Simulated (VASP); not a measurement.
# CaSc (P4/mmm) in VASP: relaxation of cell and atoms with PBE

Aim: the relaxation of cell and atoms of CaSc with PBE.

Program: VASP 6.6.1. These are calculated values, not measurements. Logs are shortened: lines on timing, memory, paths and dates and some standing lists are left out, and cuts for length are marked.

## (1) The cell of the first run

It takes space group P4/mmm (No. 123, tetragonal). Conventional cell: a = 3.568 Å, b = 3.568 Å, c = 5.068 Å, α = 90.00°, β = 90.00°, γ = 90.00°. Ca (site symmetry 4/mmm) has 4 Ca at 3.57 Å and 8 Sc at 3.58 Å within 4.7 Å. Sc (site symmetry 4/mmm) has 4 Sc at 3.57 Å and 8 Ca at 3.58 Å within 4.7 Å.

## (2) Relaxation of cell and atoms, PBE

INCAR

```
SYSTEM = CaSc
PREC = Accurate
ENCUT = 600
EDIFF = 1E-6
ISMEAR = 0
SIGMA = 0.1
LREAL = .False.
LASPH = .True.
NELM = 60
ALGO = Fast
ISIF = 3
LWAVE = .False.
LCHARG = .False.
GGA = PE
IBRION = 2
NSW = 100
EDIFFG = -0.01
```

KPOINTS

```
regular mesh
0
Gamma
  16 16 12
  0 0 0
```

POSCAR

```
CaSc
1.0
    3.5682986204      0.0000000000      0.0000000000
    0.0000000000      3.5682986204      0.0000000000
    0.0000000000      0.0000000000      5.0675647673
Ca Sc
1 1
Direct
    0.5000000000      0.5000000000      0.5000000000
    0.0000000000      0.0000000000      0.0000000000
```

Potentials or basis: VASP PAW PBE potentials, release 64 (Ca_sv, Sc_sv).

Run with:

```sh
cat potpaw_PBE.64/Ca_sv/POTCAR potpaw_PBE.64/Sc_sv/POTCAR > POTCAR
mpirun -np 1 vasp_std > vasp.out
```

OUTCAR:

```text
SYSTEM = CaSc
   PREC = Accurate
   ENCUT = 600
   EDIFF = 1E-6
   ISMEAR = 0
   LREAL = .False.
   LASPH = .True.
   NELM = 60
   ISIF = 3
   GGA = PE
   IBRION = 2
   NSW = 100
   EDIFFG = -0.01

 ion  position               nearest neighbor table
   1  0.500  0.500  0.500-
   2  0.000  0.000  0.000-

  LATTYP: Found a simple tetragonal cell.
 ALAT       =     3.5682986204
 C/A-ratio  =     1.4201627460

  Lattice vectors:

 A1 = (   3.5682986204,   0.0000000000,   0.0000000000)
 A2 = (   0.0000000000,   3.5682986204,   0.0000000000)
 A3 = (   0.0000000000,   0.0000000000,   5.0675647673)

Analysis of symmetry for initial positions (statically):
=====================================================================
 Subroutine PRICEL returns:
 Original cell was already a primitive cell.

 Routine SETGRP: Setting up the symmetry group for a
 simple tetragonal supercell.

 Subroutine GETGRP returns: Found 16 space group operations
 (whereof 16 operations were pure point group operations)
 out of a pool of 16 trial point group operations.

The static configuration has the point symmetry D_4h.

Analysis of symmetry for dynamics (positions and initial velocities):
=====================================================================
 Subroutine PRICEL returns:
 Original cell was already a primitive cell.

 Routine SETGRP: Setting up the symmetry group for a
 simple tetragonal supercell.

 Subroutine GETGRP returns: Found 16 space group operations
 (whereof 16 operations were pure point group operations)
 out of a pool of 16 trial point group operations.

The dynamic configuration has the point symmetry D_4h.

 Subroutine INISYM returns: Found 16 space group operations
 (whereof 16 operations are pure point group operations),
 and found     1 'primitive' translations

----------------------------------------------------------------------------------------

                                     Primitive cell

  volume of cell :      64.5241

  direct lattice vectors                    reciprocal lattice vectors
     3.568298620  0.000000000  0.000000000     0.280245603  0.000000000  0.000000000
     0.000000000  3.568298620  0.000000000     0.000000000  0.280245603  0.000000000
     0.000000000  0.000000000  5.067564767     0.000000000  0.000000000  0.197333442

  length of vectors
     3.568298620  3.568298620  5.067564767     0.280245603  0.280245603  0.197333442

  position of ions in fractional coordinates (direct lattice)
     0.500000000  0.500000000  0.500000000
     0.000000000  0.000000000  0.000000000

  ion indices of the primitive-cell ions
   primitive index   ion index
                 1           1
                 2           2

----------------------------------------------------------------------------------------

 KPOINTS: regular mesh

Automatic generation of k-mesh.
 Grid dimensions read from file:
 generate k-points for:   16   16   12

 Generating k-lattice:

  Cartesian coordinates                     Fractional coordinates (reciprocal lattice)
     0.017515350  0.000000000  0.000000000     0.062500000  0.000000000  0.000000000
     0.000000000  0.017515350  0.000000000     0.000000000  0.062500000  0.000000000
     0.000000000  0.000000000  0.016444454     0.000000000  0.000000000  0.083333333

  Length of vectors
     0.017515350  0.017515350  0.016444454

  Shift w.r.t. Gamma in fractional coordinates (k-lattice)
     0.000000000  0.000000000  0.000000000

 Subroutine IBZKPT returns following result:
 ===========================================

 Found    315 irreducible k-points:

 Following reciprocal coordinates:
            Coordinates               Weight
  0.000000  0.000000  0.000000      1.000000
  0.062500  0.000000  0.000000      4.000000
  0.125000  0.000000  0.000000      4.000000
  0.187500  0.000000  0.000000      4.000000
  0.250000  0.000000  0.000000      4.000000
  0.312500  0.000000  0.000000      4.000000
[... 16 lines left out ...]
  0.437500  0.125000  0.000000      8.000000
  0.500000  0.125000  0.000000      4.000000
 [... further k-points ...]
   k-points           NKPTS =    315   k-points in BZ     NKDIM =    315   number of bands    NBANDS=     14
   number of dos      NEDOS =    301   number of ions     NIONS =      2
   total plane-waves  NPLWV =  36000
   dimension x,y,z NGX =    30 NGY =   30 NGZ =   40
   dimension x,y,z NGXF=    60 NGYF=   60 NGZF=   80
   ions per type =               1   1
   NGX,Y,Z   is equivalent  to a cutoff of  13.98, 13.98, 13.12 a.u.
   NGXF,Y,Z  is equivalent  to a cutoff of  27.95, 27.95, 26.24 a.u.
 SYSTEM =  CaSc
   PREC   = accura    normal or accurate (medium, high low for compatibility)
   ISTART =      0    job   : 0-new  1-cont  2-samecut
   ICHARG =      2    charge: 1-file 2-atom 10-const
   ISPIN  =      1    spin polarized calculation?
   LNONCOLLINEAR =      F non collinear calculations
   LSORBIT =      F    spin-orbit coupling
   LASPH  =      T    aspherical Exc in radial PAW
   ENCUT  =  600.0 eV  44.10 Ry    6.64 a.u.   7.13  7.13 10.12*2*pi/ulx,y,z
   NELM   =     60;   NELMIN=  2; NELMDL= -5     # of ELM steps
   EDIFF  = 0.1E-05   stopping-criterion for ELM
   LREAL  =      F    real-space projection
   EDIFFG = -.1E-01   stopping-criterion for IOM
   NSW    =    100    number of steps for IOM
   IBRION =      2    ionic relax: 0-MD 1-quasi-New 2-CG
   NFREE  =      1    steps in history (QN), initial steepest desc. (CG)
   ISIF   =      3    stress and relaxation
   ISYM   =      2    0-nonsym 1-usesym 2-fastsym
   POTIM  = 0.5000    time-step for ionic-motion
   TEBEG  =    0.0;   TEEND  =   0.0 temperature during run
   PSTRESS=    0.0 pullay stress
   NELECT =      21.0000    total number of electrons
   NUPDOWN=      -1.0000    fix difference up-down
   EMIN   =  10.00;   EMAX   =-10.00  energy-range for DOS
   EFERMI =   0.00;   METHOD = LEGACY
   ISMEAR =     0;   SIGMA  =   0.10  broadening in eV -4-tet -1-fermi 0-gaus
   EFERMI_NEDOS =   21; number of points for ismear=-14 and -15
   IALGO  =     68    algorithm
   IMIX   =      4    mixing-type and parameters
     AMIX     =   0.40;   BMIX     =  1.00
     AMIX_MAG =   1.60;   BMIX_MAG =  1.00
  volume/ion in A,a.u.               =      32.26       217.71
  Fermi-wavevector in a.u.,A,eV,Ry     =   1.126092  2.128006 17.253332  1.268084
  Thomas-Fermi vector in A             =   2.262773
   LORBIT       =      0    0 simple, 1 ext, 2 COOP (PROOUT), +10 PAW based schemes
   GGA     = PE    functional components
   LHFCALC =     F    Hartree Fock is set to
   AEXX    =    0.0000 exact exchange contribution
   IVDW    =     0    specifies the selected vdW correction
   LEPSILON=     F    determine dielectric tensor
   LRPA    =     F    only Hartree local field effects (RPA)
 conjugate gradient relaxation of ions
 non-spin polarized calculation
 RMM-DIIS sequential band-by-band and
 Gauss-broadening in eV      SIGMA  =   0.10
  energy-cutoff  :      600.00
  volume of cell :       64.52
 maximum number of plane-waves:      2180
 NGX is ok and might be reduce to    30
   NGX = 15   NGY = 15   NGZ = 21

--------------------------------------- Ionic step        1  -------------------------------------------

 number of electron      21.0000001 magnetization

 Free energy of the ion-electron system (eV)
  ---------------------------------------------------
  ext. energy  EPLUGINS =         0.00000000
  ---------------------------------------------------
  free energy    TOTEN  =        -7.60722829 eV

  energy without entropy =       -7.57700217  energy(sigma->0) =       -7.59211523

------------------------ aborting loop because EDIFF is reached ----------------------------------------

  FORCE on cell =-STRESS in cart. coord.  units (eV):
  Direction    XX          YY          ZZ          XY          YZ          ZX
  --------------------------------------------------------------------------------------
  -------------------------------------------------------------------------------------
  Total       -0.1841325     -0.1841325      0.0729572      0.0000000     -0.0000000      0.0000000
  in kB       -4.5721370     -4.5721370      1.8115790      0.0000000     -0.0000000      0.0000000
  external PRESSURE =      -2.4442317 kB  Pullay stress =       0.0000000 kB
[... 89 lines left out ...]
  FREE ENERGIE OF THE ION-ELECTRON SYSTEM (eV)
  ---------------------------------------------------
  free  energy   TOTEN  =        -7.6096303927 eV

  energy  without entropy=       -7.5796230107  energy(sigma->0) =       -7.59462670

[... ionic steps 4 to 9 ...]

--------------------------------------- Ionic step       10  -------------------------------------------

 number of electron      20.9999999 magnetization

------------------------ aborting loop because EDIFF is reached ----------------------------------------
[... 67 lines left out ...]
--------------------------------------- Ionic step       12  -------------------------------------------

 number of electron      20.9999999 magnetization

 Free energy of the ion-electron system (eV)
  ---------------------------------------------------
  ext. energy  EPLUGINS =         0.00000000
  ---------------------------------------------------
  free energy    TOTEN  =        -7.61459970 eV

  energy without entropy =       -7.58477137  energy(sigma->0) =       -7.59968553

 E-fermi :   2.7664     XC(G=0):  -8.7672

 val. band max:        2.7656018371   @ k =   0.5000   0.0000   0.2500
 cond. band min:       2.7667015676   @ k =   0.5000   0.2500   0.4167
 fundamental gap:      0.0010997305
 Fermi energy:         2.7664084126

 k-point     1 :       0.0000    0.0000    0.0000
  band No.  band energies     occupation
      1     -47.3984      2.00000
      2     -38.3666      2.00000
      3     -26.0250      2.00000
      4     -25.9415      2.00000
      5     -25.9415      2.00000
      6     -19.3552      2.00000
      7     -19.2947      2.00000
      8     -19.2947      2.00000
      9      -1.8011      2.00000
     10       1.6916      2.00000
     11       2.6312      1.94410
     12       3.6786      0.00000
     13       4.4051      0.00000
     14       4.4051      0.00000
[... 377 lines left out ...]
      1     -47.3886      2.00000
      2     -38.3420      2.00000
      3     -26.0470      2.00000
      4     -26.0114      2.00000
      5     -25.9479      2.00000
      6     -19.5348      2.00000
      7     -19.3255      2.00000
      8     -19.3081      2.00000
      9       1.2645      2.00000
     10       1.5073      2.00000
     11       2.8155      0.48755
     12       3.2511      0.00000
     13       3.3992      0.00000
     14       4.0417      0.00000

 [... further k-points ...]

------------------------ aborting loop because EDIFF is reached ----------------------------------------

  FORCE on cell =-STRESS in cart. coord.  units (eV):
  Direction    XX          YY          ZZ          XY          YZ          ZX
  --------------------------------------------------------------------------------------
  -------------------------------------------------------------------------------------
  Total       -0.0042163     -0.0042163     -0.0014166      0.0000000     -0.0000000     -0.0000000
  in kB       -0.1058787     -0.1058787     -0.0355725      0.0000000     -0.0000000     -0.0000000
  external PRESSURE =      -0.0824433 kB  Pullay stress =       0.0000000 kB
[... 17 lines left out ...]
  FREE ENERGIE OF THE ION-ELECTRON SYSTEM (eV)
  ---------------------------------------------------
  free  energy   TOTEN  =        -7.6145996983 eV

  energy  without entropy=       -7.5847713685  energy(sigma->0) =       -7.59968553

 reached required accuracy - stopping structural energy minimisation
```

Run time: 68 min. Hardware: 1 thread of Intel Xeon Platinum 8259CL at 2.50GHz (Skylake/Cascade Lake), shared host; peak memory 0.56 GiB.

Results:

| Item | Value |
| --- | --- |
| Free energy | -7.6146 eV |
| Relaxed volume | 31.90 Å³/atom |
| Relaxed cell | a = 3.476 Å, b = 3.476 Å, c = 5.280 Å, α = 90.00°, β = 90.00°, γ = 90.00° |
| Space group after relaxing (to 0.1 Å) | P4/mmm (No. 123) |
| Energy gained by relaxing | 3.7 meV/atom |
| Ionic steps | 12 |
| Pressure after relaxing | 0.0 GPa |
| Band gap on the k mesh | zero (an odd number of electrons rules out a gap without spin polarisation) |

Step by step:
| step | energy change (eV) | largest force (eV/Å) | pressure (GPa) | volume (Å³) |
| --- | --- | --- | --- | --- |
| 1 | 0.0000 | 0.0000 | -0.24 | 64.52 |
| 2 | -0.0015 | 0.0000 | -0.06 | 64.06 |
| 3 | -0.0024 | 0.0000 | 0.12 | 63.63 |
| 4 | -0.0024 | 0.0000 | 0.52 | 62.77 |
| 5 | -0.0027 | 0.0000 | 0.32 | 63.20 |
| 6 | -0.0038 | 0.0000 | 0.30 | 63.25 |
| 7 | -0.0063 | 0.0000 | 0.25 | 63.39 |
| 8 | -0.0064 | 0.0000 | 0.06 | 63.61 |
| 9 | -0.0072 | 0.0000 | 0.14 | 63.49 |
| 10 | -0.0073 | 0.0000 | 0.11 | 63.52 |
| 11 | -0.0073 | 0.0000 | 0.12 | 63.52 |
| 12 | -0.0074 | 0.0000 | -0.01 | 63.80 |

Final structure:
```
Ca Sc
1.0
     3.47610    0.00000    0.00000
     0.00000    3.47610    0.00000
     0.00000    0.00000    5.28013
Ca Sc
1 1
Direct
  0.50000 0.50000 0.50000
  0.00000 0.00000 0.00000
```

Levels at points of the mesh, in eV from the Fermi level:
| k point | band 8 | band 9 | band 10 | band 11 | band 12 | band 13 |
| --- | --- | --- | --- | --- | --- | --- |
| (0.00, 0.00, 0.00) | -22.06 | -4.57 | -1.07 | -0.14 | 0.91 | 1.64 |
| (0.50, 0.00, 0.00) | -22.04 | -1.66 | -1.37 | 0.07 | 0.42 | 0.87 |
| (0.50, 0.50, 0.00) | -22.07 | -0.97 | -0.88 | -0.14 | -0.14 | 1.73 |
| (0.00, 0.00, 0.50) | -22.06 | -3.26 | -2.89 | 0.12 | 0.89 | 1.60 |
| (0.50, 0.00, 0.50) | -22.04 | -1.49 | -1.20 | -0.04 | 0.18 | 0.93 |
| (0.50, 0.50, 0.50) | -22.07 | -0.54 | 0.01 | 0.22 | 0.22 | 0.89 |
